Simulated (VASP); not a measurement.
Write the native input for VASP 6.6.1 that does the following.

| Quantity | Value |
| --- | --- |
| Task | relaxation of cell and atoms |
| Functional | PBE |
| Potentials or basis | VASP PAW PBE potentials, release 64 (Mg) |
| Cutoff | 600 eV |
| k mesh | 15 × 15 × 8 |
| Occupations | gaussian, width 0.1 eV |
| Spin | no spin polarisation |
| Dipole correction | no |
| Further INCAR settings | ALGO = Normal; EDIFF = 1e-07; IBRION = 2; EDIFFG = -0.005; NSW = 100; ISIF = 3 |

The structure of Mg lies in POSCAR:

```
Mg
1.0
    3.2093000000      0.0000000000      0.0000000000
   -1.6046500000      2.7793353284      0.0000000000
    0.0000000000      0.0000000000      5.2103000000
Mg
2
Direct
    0.3333333333      0.6666666667      0.2500000000
    0.6666666667      0.3333333333      0.7500000000
```

The input as run:

INCAR

```
  PREC = Accurate
  ENCUT = 600
  EDIFF = 1E-7
  ISMEAR = 0
  SIGMA = 0.1
  LREAL = F
  LASPH = T
  NELM = 100
  ALGO = Normal
  ISIF = 3
  LWAVE = F
  LCHARG = F
  GGA = PE
  IBRION = 2
  NSW = 100
  EDIFFG = -0.005
```

KPOINTS

```
regular mesh
0
Gamma
  15 15 8
```

Potentials or basis: VASP PAW PBE potentials, release 64 (Mg).

Launch:

```sh
$ cat potpaw_PBE.64/Mg/POTCAR > POTCAR
$ mpirun -np 1 vasp_std > vasp.out
```

It gave:

- Relaxed volume: 22.85 Å³/atom
- Relaxed cell: a = 3.206 Å, b = 3.206 Å, c = 5.133 Å, α = 90.00°, β = 90.00°, γ = 120.00°
- Space group after relaxing (to 0.05 Å): P6_3/mmc (No. 194)
- Energy gained by relaxing: 1.2 meV/atom
- Ionic steps: 6
- Pressure after relaxing: 0.0 GPa
- Band gap on the k mesh: zero (band 2 reaches 3.55 eV, above the bottom of band 3 at 1.55 eV)

It took 110 s on 1 thread of Intel(R) Xeon(R) Platinum 8375C CPU @ 2.90GHz (Ice Lake), on a shared host, peak memory 0.22 GiB.
